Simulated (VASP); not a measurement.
# Sr8Ti8O23 (a cell with a defect) in VASP: settings compared, part 2 of 2

VASP 6.6.1.

### Step 3. Relaxation of the atoms, PBEsol

The input, INCAR:

```
  ALGO = Normal
  EDIFF = 1E-7
  EDIFFG = -0.03
  ENCUT = 520
  GGA = PS
  GGA_COMPAT = False
  IBRION = 2
  ISIF = 2
  ISMEAR = -1
  ISYM = -1
  LASPH = True
  LCHARG = False
  LREAL = Auto
  LWAVE = False
  NELM = 120
  NELMIN = 4
  NSW = 100
  PREC = Accurate
  SIGMA = 0.05
```

The input, KPOINTS:

```
explicit points
1
Reciprocal
  0.25000000   0.25000000   0.25000000 1
```

The input, POSCAR:

```
Sr8Ti8O23
1.0
    7.7828210000      0.0000000000      0.0000000000
    0.0000000000      7.7828210000      0.0000000000
    0.0000000000      0.0000000000      7.7828210000
Sr Ti O
8 8 23
Direct
    0.0021060000      0.0019670000      0.9960610000
    0.9955400000      0.9991940000      0.5058530000
    0.0005790000      0.4989040000      0.9961610000
    0.0024930000      0.5007490000      0.4977160000
    0.4996010000      0.0021720000      0.9974790000
    0.5001040000      0.9964500000      0.4987420000
    0.5026010000      0.4969560000      0.0011380000
    0.4985410000      0.5003470000      0.5044680000
    0.2476750000      0.2480350000      0.2527360000
    0.2449140000      0.2519010000      0.7479000000
    0.2475390000      0.7502030000      0.2491390000
    0.2488460000      0.7500070000      0.7503680000
    0.7547880000      0.2470860000      0.2503090000
    0.7490790000      0.2497170000      0.7520100000
    0.7510870000      0.7486260000      0.2522220000
    0.7507570000      0.7540680000      0.7502330000
    0.2514730000      0.2505990000      0.9997930000
    0.2525670000      0.7541240000      0.0021630000
    0.2508280000      0.7496970000      0.5008500000
    0.7498290000      0.2512200000      0.0029610000
    0.7530190000      0.2487970000      0.5019290000
    0.7512220000      0.7471790000      0.9980790000
    0.7532590000      0.7510700000      0.4999290000
    0.9967100000      0.2497510000      0.2504560000
    0.0001370000      0.2479330000      0.7497440000
    0.0024900000      0.7491220000      0.2494450000
    0.0016110000      0.7495150000      0.7498270000
    0.4991040000      0.2511340000      0.2489400000
    0.5010090000      0.2494460000      0.7428280000
    0.4974250000      0.7501450000      0.2482920000
    0.4973010000      0.7519070000      0.7518850000
    0.2513250000      0.9978620000      0.2450080000
    0.2479980000      0.0040800000      0.7440040000
    0.2504180000      0.4974380000      0.2480730000
    0.2439160000      0.5020760000      0.7496920000
    0.7516350000      0.9967250000      0.2518530000
    0.7490590000      0.0025820000      0.7506050000
    0.7505080000      0.5001710000      0.2454910000
    0.7497520000      0.4946410000      0.7537370000
```

Potentials or basis: VASP PAW PBE potentials, release 64 (Sr_sv, Ti_sv, O).

The run is started by

```console
> cat potpaw_PBE.64/Sr_sv/POTCAR potpaw_PBE.64/Ti_sv/POTCAR potpaw_PBE.64/O/POTCAR > POTCAR
> mpirun -np 1 vasp_std > vasp.out
```

OUTCAR:

```text
EDIFF = 1E-7
   EDIFFG = -0.03
   ENCUT = 520
   GGA = PS
   IBRION = 2
   ISIF = 2
   ISMEAR = -1
   ISYM = -1
   LASPH = True
   LREAL = Auto
   NELM = 120
   NELMIN = 4
   NSW = 100
   PREC = Accurate

 ion  position               nearest neighbor table
   1  0.002  0.002  0.996-  25 2.71  33 2.74  17 2.74  32 2.74  18 2.74  37 2.74  27 2.74  20 2.76
                            24 2.76  22 2.78  26 2.79  36 2.79  10 3.33  12 3.35  14 3.35  16 3.35
   2  0.996  0.999  0.506-  23 2.70  33 2.70  37 2.70  21 2.71  25 2.71  27 2.72  36 2.74  19 2.78
                            24 2.78  26 2.79  32 2.84  16 3.30  14 3.34  10 3.34  13 3.34  12 3.36
   3  0.001  0.499  0.996-  35 2.70  39 2.72  27 2.73  25 2.74  22 2.74  20 2.74  17 2.75  38 2.75
                            34 2.76  24 2.77  26 2.77  18 2.79  10 3.32  14 3.35  12 3.35  16 3.37
   4  0.002  0.501  0.498-  35 2.72  26 2.73  19 2.74  34 2.74  24 2.74  23 2.75  27 2.76  21 2.76
                            38 2.77  25 2.78  39 2.80  10 3.33   9 3.34  11 3.34  15 3.35  12 3.36
   5  0.500  0.002  0.997-  18 2.72  32 2.73  31 2.73  37 2.73  17 2.73  20 2.75  28 2.75  29 2.76
                            30 2.77  33 2.78  36 2.79  22 2.79  14 3.34  16 3.35  12 3.37  13 3.38
   6  0.500  0.996  0.499-  19 2.73  30 2.73  29 2.74  33 2.74  31 2.74  36 2.74  23 2.74  37 2.76
                            32 2.77  28 2.78  21 2.78  16 3.35  15 3.35  11 3.36  12 3.37   9 3.37
   7  0.503  0.497  0.001-  38 2.71  20 2.71  28 2.72  39 2.72  17 2.74  22 2.75  34 2.75  30 2.75
                            31 2.78  29 2.78  18 2.79  35 2.81  14 3.34  13 3.38  15 3.38   9 3.39
   8  0.499  0.500  0.504-  29 2.69  19 2.74  31 2.75  35 2.75  39 2.75  34 2.78  28 2.78  23 2.78
                            30 2.78  21 2.78  38 2.81  12 3.35  10 3.35  14 3.36  16 3.38  15 3.38
   9  0.248  0.248  0.253-  34 1.94  32 1.95  24 1.95  28 1.96  17 1.97   4 3.34   1 3.36   6 3.37
                             5 3.38   2 3.39   3 3.39   8 3.39   7 3.39
  10  0.245  0.252  0.748-  25 1.91  33 1.93  35 1.95  17 1.96  29 1.99   3 3.32   1 3.33   4 3.33
                             2 3.34   8 3.35   5 3.39   7 3.40   6 3.41
  11  0.248  0.750  0.249-  26 1.91  18 1.92  32 1.93  30 1.94  19 1.96  34 1.97   4 3.34   6 3.36
                             1 3.37   3 3.38   5 3.40   8 3.40   7 3.40   2 3.40
  12  0.249  0.750  0.750-  27 1.92  35 1.93  31 1.93  19 1.94  18 1.96  33 1.98   1 3.35   3 3.35
                             8 3.35   2 3.36   4 3.36   6 3.37   5 3.37   7 3.40
  13  0.755  0.247  0.250-  24 1.88  20 1.93  36 1.95  21 1.96  38 1.97  28 1.99   2 3.34   1 3.36
                             4 3.36   7 3.38   3 3.38   5 3.38   6 3.39   8 3.43
  14  0.749  0.250  0.752-  39 1.91  37 1.92  29 1.93  21 1.95  20 1.95  25 1.95   5 3.34   7 3.34
                             2 3.34   3 3.35   1 3.35   8 3.36   6 3.39   4 3.41
  15  0.751  0.749  0.252-  23 1.93  36 1.93  38 1.93  26 1.96  30 1.97  22 1.98   4 3.35   6 3.35
                             2 3.36   7 3.38   8 3.38   3 3.39   5 3.41   1 3.42
  16  0.751  0.754  0.750-  22 1.93  37 1.93  23 1.95  27 1.95  31 1.97  39 2.02   2 3.30   6 3.35
                             1 3.35   5 3.35   3 3.37   8 3.38   7 3.40   4 3.40
  17  0.251  0.251  1.000-  10 1.96   9 1.97   5 2.73   7 2.74   1 2.74   3 2.75
  18  0.253  0.754  0.002-  11 1.92  12 1.96   5 2.72   1 2.74   7 2.79   3 2.79
  19  0.251  0.750  0.501-  12 1.94  11 1.96   6 2.73   8 2.74   4 2.74   2 2.78
  20  0.750  0.251  0.003-  13 1.93  14 1.95   7 2.71   3 2.74   5 2.75   1 2.76
  21  0.753  0.249  0.502-  14 1.95  13 1.96   2 2.71   4 2.76   6 2.78   8 2.78
[... 16 lines left out ...]
  38  0.751  0.500  0.245-  15 1.93  13 1.97   7 2.71   3 2.75   4 2.77   8 2.81
  39  0.750  0.495  0.754-  14 1.91  16 2.02   3 2.72   7 2.72   8 2.75   4 2.80

IMPORTANT INFORMATION: All symmetrisations will be switched off!
NOSYMM: (Re-)initialisation of all symmetry stuff for point group C_1.

----------------------------------------------------------------------------------------

                                     Primitive cell

  volume of cell :     471.4234

  direct lattice vectors                    reciprocal lattice vectors
     7.782821000  0.000000000  0.000000000     0.128488115  0.000000000  0.000000000
     0.000000000  7.782821000  0.000000000     0.000000000  0.128488115  0.000000000
[... 130 lines left out ...]
   EMIN   =  10.00;   EMAX   =-10.00  energy-range for DOS
   EFERMI =   0.00;   METHOD = LEGACY
   ISMEAR =    -1;   SIGMA  =   0.05  broadening in eV -4-tet -1-fermi 0-gaus
   EFERMI_NEDOS =   21; number of points for ismear=-14 and -15
   IALGO  =     38    algorithm
   IMIX   =      4    mixing-type and parameters
     AMIX     =   0.40;   BMIX     =  1.00
     AMIX_MAG =   1.60;   BMIX_MAG =  1.00
  volume/ion in A,a.u.               =      12.09        81.57
  Fermi-wavevector in a.u.,A,eV,Ry     =   1.429709  2.701758 27.811234  2.044068
  Thomas-Fermi vector in A             =   2.549633
   LORBIT       =      0    0 simple, 1 ext, 2 COOP (PROOUT), +10 PAW based schemes
   GGA     = PS    functional components
   LHFCALC =     F    Hartree Fock is set to
   AEXX    =    0.0000 exact exchange contribution
   IVDW    =     0    specifies the selected vdW correction
   LEPSILON=     F    determine dielectric tensor
   LRPA    =     F    only Hartree local field effects (RPA)
 conjugate gradient relaxation of ions
 non-spin polarized calculation
  energy-cutoff  :      520.00
  volume of cell :      471.42
 maximum number of plane-waves:     12704
 NGX is ok and might be reduce to    60
   NGX = 29   NGY = 29   NGZ = 29

--------------------------------------- Ionic step        1  -------------------------------------------

 number of electron     314.0000039 magnetization

 Free energy of the ion-electron system (eV)
  ---------------------------------------------------
  ext. energy  EPLUGINS =         0.00000000
  ---------------------------------------------------
  free energy    TOTEN  =      -324.80346565 eV

  energy without entropy =     -324.76358613  energy(sigma->0) =     -324.78352589

------------------------ aborting loop because EDIFF is reached ----------------------------------------

  FORCE on cell =-STRESS in cart. coord.  units (eV):
  Direction    XX          YY          ZZ          XY          YZ          ZX
  --------------------------------------------------------------------------------------
  -------------------------------------------------------------------------------------
  Total        2.5764699      2.3512002      0.8923860     -1.7545516     -1.7989157     -2.0483405
  in kB        8.7563786      7.9907780      3.0328589     -5.9630110     -6.1137866     -6.9614806
  external PRESSURE =       6.5933385 kB  Pullay stress =       0.0000000 kB
[... 200 lines left out ...]
  FREE ENERGIE OF THE ION-ELECTRON SYSTEM (eV)
  ---------------------------------------------------
  free  energy   TOTEN  =      -325.1464740486 eV

  energy  without entropy=     -325.0802677042  energy(sigma->0) =     -325.11337088

[... ionic steps 4 to 13 ...]

--------------------------------------- Ionic step       14  -------------------------------------------

 number of electron     314.0000068 magnetization

------------------------ aborting loop because EDIFF is reached ----------------------------------------
[... 141 lines left out ...]
--------------------------------------- Ionic step       16  -------------------------------------------

 number of electron     314.0000069 magnetization

 Free energy of the ion-electron system (eV)
  ---------------------------------------------------
  ext. energy  EPLUGINS =         0.00000000
  ---------------------------------------------------
  free energy    TOTEN  =      -325.38311283 eV

  energy without entropy =     -325.30515095  energy(sigma->0) =     -325.34413189

 E-fermi :   6.4472     XC(G=0): -11.4963

 val. band max:        6.3387562797   @ k =   0.2500   0.2500   0.2500
 cond. band min:       6.5914268893   @ k =   0.2500   0.2500   0.2500
 fundamental gap:      0.2526706096
 Fermi energy:         6.4471654033

 k-point     1 :       0.2500    0.2500    0.2500
  band No.  band energies     occupation
      1     -51.9942      2.00000
      2     -51.9923      2.00000
      3     -51.8640      2.00000
      4     -51.8631      2.00000
      5     -51.8614      2.00000
      6     -51.8614      2.00000
[... 161 lines left out ...]
    168       7.7643      0.00000
    169       7.7878      0.00000
 [bands above 169 left out]

------------------------ aborting loop because EDIFF is reached ----------------------------------------

  FORCE on cell =-STRESS in cart. coord.  units (eV):
  Direction    XX          YY          ZZ          XY          YZ          ZX
  --------------------------------------------------------------------------------------
  -------------------------------------------------------------------------------------
  Total        3.9639160      3.9437152      2.9292363     -2.2141359     -2.4621896     -2.4592714
  in kB       13.4717462     13.4030920      9.9552889     -7.5249518     -8.3679860     -8.3580684
  external PRESSURE =      12.2767091 kB  Pullay stress =       0.0000000 kB
[... 54 lines left out ...]
  FREE ENERGIE OF THE ION-ELECTRON SYSTEM (eV)
  ---------------------------------------------------
  free  energy   TOTEN  =      -325.3831128320 eV

  energy  without entropy=     -325.3051509455  energy(sigma->0) =     -325.34413189

 reached required accuracy - stopping structural energy minimisation
```

Run time: 25 min. Hardware: 1 thread of Intel Xeon 6975P-C (Granite Rapids), shared host; peak memory 0.58 GiB.

What came out:

- Free energy: -325.3831 eV
- Energy gained by relaxing: 14.9 meV/atom
- Ionic steps: 16
- Pressure after relaxing: 1.2 GPa
- Largest force after relaxing: 0.023 eV/Å

Forces in eV/Å, atoms in the order of the input:
```
Sr  -0.003 -0.004 -0.002
Sr  -0.007 -0.009 -0.006
Sr  -0.010  0.007  0.006
Sr  -0.008  0.013 -0.007
Sr  -0.001  0.000  0.000
Sr   0.003 -0.002 -0.004
Sr   0.006  0.005  0.004
Sr   0.003  0.005 -0.005
Ti   0.009  0.013 -0.001
Ti   0.007  0.001  0.006
Ti  -0.013  0.007  0.003
Ti  -0.004 -0.016 -0.001
Ti   0.000  0.009 -0.005
Ti  -0.021 -0.004 -0.007
Ti   0.005 -0.005 -0.008
Ti   0.009  0.003  0.004
O    0.013 -0.013  0.004
O   -0.005 -0.010  0.018
O    0.007  0.004 -0.010
O   -0.006  0.002  0.011
O    0.018  0.004 -0.009
O    0.002  0.004 -0.005
O   -0.009 -0.002 -0.007
O   -0.004  0.005 -0.012
O    0.008 -0.001  0.009
O    0.005 -0.001  0.005
O    0.002  0.001 -0.003
O   -0.009 -0.003  0.004
O    0.009  0.000 -0.001
O   -0.019  0.004 -0.002
O    0.008 -0.002  0.001
O   -0.001 -0.005 -0.005
O    0.003 -0.001  0.017
O   -0.002 -0.009  0.011
O    0.002 -0.004  0.004
O   -0.003  0.000 -0.003
O    0.006  0.004 -0.001
O   -0.004  0.000  0.003
O    0.005  0.000 -0.007
```

The path:
```tsv
step	energy change (eV)	largest force (eV/Å)	pressure (GPa)
1	0.0000	1.2750	0.66
2	-0.3371	0.9821	0.92
3	-0.3430	0.8749	0.85
4	-0.4846	0.3306	1.13
5	-0.4937	0.4475	1.26
6	-0.5428	0.2553	1.24
7	-0.5535	0.2887	1.26
8	-0.5693	0.2233	1.24
9	-0.5706	0.1775	1.24
10	-0.5763	0.0764	1.22
11	-0.5763	0.0815	1.22
12	-0.5781	0.0460	1.24
13	-0.5781	0.0575	1.24
14	-0.5791	0.0328	1.24
15	-0.5791	0.0433	1.24
16	-0.5796	0.0228	1.23
```

Final structure:
```
Sr Ti O
1.0
     7.78282    0.00000    0.00000
     0.00000    7.78282    0.00000
     0.00000    0.00000    7.78282
Sr Ti O
8 8 23
Direct
  0.99627 0.99641 0.99860
  0.99436 0.99436 0.49906
  0.99606 0.50327 0.99952
  0.99500 0.50426 0.49992
  0.50319 0.99595 0.99975
  0.50427 0.99508 0.49995
  0.50229 0.50223 0.00080
  0.50458 0.50459 0.50049
  0.24204 0.24199 0.24308
  0.25648 0.25699 0.75674
  0.24929 0.74158 0.25123
  0.25012 0.75751 0.74757
  0.74139 0.24898 0.25155
  0.75671 0.25016 0.74786
  0.74947 0.74924 0.24906
  0.74978 0.74988 0.75057
  0.25471 0.25118 0.99955
  0.24979 0.75073 0.99960
  0.25031 0.74984 0.49951
  0.74871 0.24952 0.99995
  0.75238 0.25016 0.49965
  0.75044 0.75017 0.99988
  0.74989 0.74962 0.50002
  0.00405 0.24976 0.25915
  0.00225 0.24976 0.74311
  0.00005 0.75042 0.24868
  0.99950 0.75009 0.75084
  0.49836 0.24977 0.25952
  0.49654 0.25059 0.73631
  0.50064 0.75037 0.24810
  0.49983 0.74911 0.75136
  0.25003 0.00363 0.26109
  0.25038 0.00236 0.74068
  0.25019 0.49800 0.25718
  0.24925 0.49658 0.73843
  0.75093 0.99980 0.24890
  0.74885 0.99952 0.75102
  0.75073 0.50021 0.24822
  0.74973 0.49993 0.75159
```

Caveat: the PAW data sets were made with another functional, which shifts forces and pressure a little.

### Step 4. Relaxation of the atoms, PBEsol

Edit INCAR of step 3 so:

```diff
@@ -14,2 +14,3 @@
   LWAVE = False
+  NELECT = 312.0
   NELM = 120
```

KPOINTS is that of step 3.

POSCAR is that of step 3.

The run is started by

```console
> cat potpaw_PBE.64/Sr_sv/POTCAR potpaw_PBE.64/Ti_sv/POTCAR potpaw_PBE.64/O/POTCAR > POTCAR
> mpirun -np 1 vasp_std > vasp.out
```

Run time: 25 min. Hardware: 1 thread of Intel Xeon 6975P-C (Granite Rapids), shared host; peak memory 0.59 GiB.

Results (log left out):

```
Free energy                  : -338.0399 eV
Energy gained by relaxing    : 58.2 meV/atom
Ionic steps                  : 16
Largest force after relaxing : 0.027 eV/Å
```

Forces on the atoms (eV/Å):
```
Sr  -0.006 -0.006 -0.012
Sr  -0.002 -0.001 -0.003
Sr  -0.010  0.009  0.002
Sr   0.001  0.004 -0.002
Sr   0.008 -0.003 -0.005
Sr   0.006 -0.005  0.001
Sr   0.013  0.010 -0.010
Sr  -0.001  0.004  0.008
Ti  -0.008 -0.011  0.013
Ti   0.011  0.008 -0.001
Ti   0.016 -0.012  0.015
Ti   0.003  0.005 -0.003
Ti  -0.009  0.009  0.005
Ti   0.009  0.001 -0.008
Ti  -0.015 -0.006 -0.020
Ti   0.001  0.003  0.020
O   -0.002  0.000  0.005
O   -0.006 -0.005  0.007
O   -0.004 -0.003 -0.004
O    0.007  0.004  0.004
O    0.002  0.004 -0.014
O    0.006  0.002 -0.003
O    0.002  0.006 -0.009
O    0.002  0.015  0.000
O   -0.004 -0.018  0.006
O   -0.006  0.009 -0.007
O    0.001 -0.009 -0.003
O   -0.006  0.016 -0.010
O    0.005 -0.014  0.011
O   -0.016  0.015 -0.008
O   -0.004 -0.005  0.001
O    0.005  0.012  0.008
O   -0.008 -0.012  0.023
O    0.001 -0.002 -0.001
O   -0.007 -0.011  0.004
O    0.005 -0.005 -0.006
O    0.006  0.002  0.005
O    0.004  0.002 -0.007
O    0.002 -0.009 -0.003
```

The path:
| step | energy change (eV) | largest force (eV/Å) | pressure (GPa) |
| --- | --- | --- | --- |
| 1 | 0.0000 | 4.9591 | -6.02 |
| 2 | -1.6157 | 2.9973 | -4.04 |
| 3 | -1.8487 | 0.8048 | -4.81 |
| 4 | -2.0761 | 0.8485 | -4.97 |
| 5 | -2.1024 | 1.3226 | -4.97 |
| 6 | -2.2119 | 0.4630 | -5.25 |
| 7 | -2.2123 | 0.3880 | -5.24 |
| 8 | -2.2376 | 0.2942 | -5.26 |
| 9 | -2.2377 | 0.3532 | -5.26 |
| 10 | -2.2591 | 0.2437 | -5.31 |
| 11 | -2.2617 | 0.4362 | -5.33 |
| 12 | -2.2678 | 0.2007 | -5.44 |
| 13 | -2.2688 | 0.0822 | -5.41 |
| 14 | -2.2705 | 0.0440 | -5.44 |
| 15 | -2.2706 | 0.0543 | -5.44 |
| 16 | -2.2713 | 0.0269 | -5.43 |

Final structure:
```cif
data_structure
_symmetry_space_group_name_H-M 'P 1'
_symmetry_Int_Tables_number 1
_cell_length_a 7.7828
_cell_length_b 7.7828
_cell_length_c 7.7828
_cell_angle_alpha 90.000
_cell_angle_beta 90.000
_cell_angle_gamma 90.000
_cell_volume 471.42
loop_
_atom_site_label
_atom_site_type_symbol
_atom_site_fract_x
_atom_site_fract_y
_atom_site_fract_z
_atom_site_occupancy
Sr1 Sr 0.99126 0.99144 0.00031 1
Sr2 Sr 0.99137 0.99141 0.49882 1
Sr3 Sr 0.99199 0.50804 0.99962 1
Sr4 Sr 0.99133 0.50846 0.49985 1
Sr5 Sr 0.50818 0.99156 0.00028 1
Sr6 Sr 0.50846 0.99140 0.49992 1
Sr7 Sr 0.50849 0.50865 0.00014 1
Sr8 Sr 0.50837 0.50845 0.50099 1
Ti1 Ti 0.24993 0.24962 0.23331 1
Ti2 Ti 0.25051 0.25040 0.76559 1
Ti3 Ti 0.25004 0.74902 0.25343 1
Ti4 Ti 0.24991 0.75155 0.74596 1
Ti5 Ti 0.74859 0.24991 0.25424 1
Ti6 Ti 0.75120 0.24997 0.74668 1
Ti7 Ti 0.74996 0.74967 0.24956 1
Ti8 Ti 0.75010 0.75022 0.75040 1
O1 O 0.25179 0.24922 0.99941 1
O2 O 0.24990 0.75058 0.99934 1
O3 O 0.25016 0.74953 0.49941 1
O4 O 0.74857 0.24928 0.99962 1
O5 O 0.75085 0.24983 0.49980 1
O6 O 0.75011 0.74986 0.99985 1
O7 O 0.74994 0.74934 0.49982 1
O8 O 0.00778 0.25028 0.26825 1
O9 O 0.00548 0.24910 0.73268 1
O10 O 0.00074 0.74966 0.24808 1
O11 O 0.00009 0.75027 0.75156 1
O12 O 0.49414 0.25010 0.26901 1
O13 O 0.49205 0.24961 0.72854 1
O14 O 0.49994 0.74958 0.24760 1
O15 O 0.49911 0.74945 0.75164 1
O16 O 0.25099 0.00694 0.26839 1
O17 O 0.24910 0.00613 0.72984 1
O18 O 0.25102 0.49376 0.26678 1
O19 O 0.24821 0.49256 0.73028 1
O20 O 0.75040 0.00025 0.24826 1
O21 O 0.74884 0.00009 0.75138 1
O22 O 0.75036 0.49916 0.24762 1
O23 O 0.74956 0.49926 0.75188 1
```

Levels at points of the mesh, in eV from the Fermi level:
| k point | band 153 | band 154 | band 155 | band 156 | band 157 | band 158 | band 159 | band 160 |
| --- | --- | --- | --- | --- | --- | --- | --- | --- |
| (0.25, 0.25, 0.25) | -1.44 | -1.43 | -1.33 | -1.28 | 1.25 | 1.33 | 1.36 | 1.44 |

Caveat: the cell carries a net charge on a neutralising background, which shifts energy and pressure; the cell is charged against a uniform background, so pressure and absolute levels hang on convention; the PAW data sets were made with another functional, which shifts forces and pressure a little.
